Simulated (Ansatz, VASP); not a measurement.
Bi in VASP and in Ansatz

```
CELL_PARAMETERS angstrom
2.26750 1.30914 3.93800
-2.26750 1.30914 3.93800
0.00000 -2.61828 3.93800
ATOMIC_POSITIONS crystal
Bi 0.14976 0.14976 0.32976
Bi 0.85024 0.85024 0.67024
```

Change from the starting cell: shortest bond scaled by 0.64, PAW files.

Alike in both runs: task single point; functional PBE; k mesh 8 × 8 × 8; occupations fermi-dirac, width 0.05 eV; no spin polarisation.

```csv
,VASP,Ansatz
version,VASP 6.6.1,Ansatz 0.2.0
potentials or method,"VASP PAW PBE potentials, release 64 (Bi_d)","PAW with Ansatz's default frozen-core files, scalar-relativistic"
plane-wave cutoff (eV),520,420
valence electrons in the cell,30,30
```

Ansatz gave:

- pressure (GPa): 63.1
- traceless stress, the component that is largest in VASP (GPa): 80.31
- rms of the force components (eV/Å): 23.391

Task: Which values does VASP return?

Result: Pressure (GPa): 62.6; traceless stress, the component that is largest in VASP (GPa): 79.65; rms of the force components (eV/Å): 23.168.

Atom by atom the forces differ by 0.222 eV/Å (rms over components). Both programs put the cell under a high pressure, so it lies far from rest at this level.

Neither program's run includes spin-orbit coupling. Noted on VASP's run: the cell as given lies far from equilibrium.
